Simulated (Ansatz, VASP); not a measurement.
Zr2NbC2: VASP beside Ansatz

```xyz
5
Lattice="3.2923 0.0000 0.0000 -1.6462 2.8512 0.0000 0.0000 0.0000 7.8499" Properties=species:S:1:pos:R:3 pbc="T T T"
Zr    1.6462    0.9504    5.3657
Zr    0.0000    1.9008    2.4842
Nb    0.0000    0.0000    0.0000
C     1.6462    0.9504    1.2838
C     0.0000    1.9008    6.5661
```

Change from the starting cell: species swapped into the YbAl2Si2 type (P-3m1, No. 164).

Alike in both runs: functional PBE; k mesh 12 × 12 × 6; occupations gaussian, width 0.1 eV; no spin polarisation.

Ansatz relaxed the structure, and its values are those at the end. VASP's run is a single point on that final structure, the one shown.

|  | VASP | Ansatz |
| --- | --- | --- |
| version | VASP 6.6.1 | Ansatz 0.2.0 |
| potentials or method | VASP PAW PBE potentials, release 64 (Zr_sv, Nb_sv, C), cutoff 520 eV | scalar-relativistic, plane waves, PAW |
| valence electrons in the cell | 45 | 45 |

|  | VASP | Ansatz | Ansatz less VASP |
| --- | --- | --- | --- |
| gap on the k mesh at the Fermi level (eV) | none | none | - |
| pressure (GPa) | 0.0 | 0.0 | +0.02 |
| rms of the force components (eV/Å) | 0.010 | 0.000 | -0.0099 |

A gap of «none» marks a metal or a gap that the smearing closes. The functional is the same, so the differences come from potentials, cutoffs and numerics.
